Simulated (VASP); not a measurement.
Write the native input for VASP 6.6.1 that does the following.

| Property | Result |
| --- | --- |
| Task | single point |
| Functional | LDA |
| Potentials or basis | VASP PAW LDA potentials, release 64 (B, P) |
| Cutoff | 500 eV |
| k mesh | 10 × 10 × 10 |
| Occupations | gaussian, width 0.02 eV |
| Spin | no spin polarisation |
| Dipole correction | no |
| Further INCAR settings | ALGO = Normal; EDIFF = 1e-06; NBANDS = 11 |

The structure of BP (kl) lies in POSCAR:

```
BP
1.0
    0.0000000000      2.2453028949      2.2453028949
    2.2453028949      0.0000000000      2.2453028949
    2.2453028949      2.2453028949      0.0000000000
B P
1 1
Direct
    0.0000000000      0.0000000000      0.0000000000
    0.7500000000      0.7500000000      0.7500000000
```

One way to write it, as run:

INCAR

```
SYSTEM = BP
PREC = Accurate ; ENCUT = 500
EDIFF = 1E-6 ; ISMEAR = 0
SIGMA = 0.02 ; LREAL = .FALSE.
LASPH = .TRUE. ; NELM = 120
ALGO = Normal ; ISIF = 2
LWAVE = .FALSE. ; LCHARG = .FALSE.
GGA = CA ; NBANDS = 11
GGA_COMPAT = .FALSE.
```

KPOINTS

```
regular mesh
0
G
  10 10 10
  0 0 0
```

Potentials or basis: VASP PAW LDA potentials, release 64 (B, P).

Command:

```bash
$ cat potpaw_LDA.64/B/POTCAR potpaw_LDA.64/P/POTCAR > POTCAR
$ mpirun -np 1 vasp_std > vasp.out
```

Results of the run:

- Pressure: -0.1 GPa
- Band gap on the k mesh: 1.15 eV, indirect (least direct gap 3.43 eV)

It took 5.4 s on 1 thread of Intel Xeon 6975P-C (shared host), peak memory 0.12 GiB.
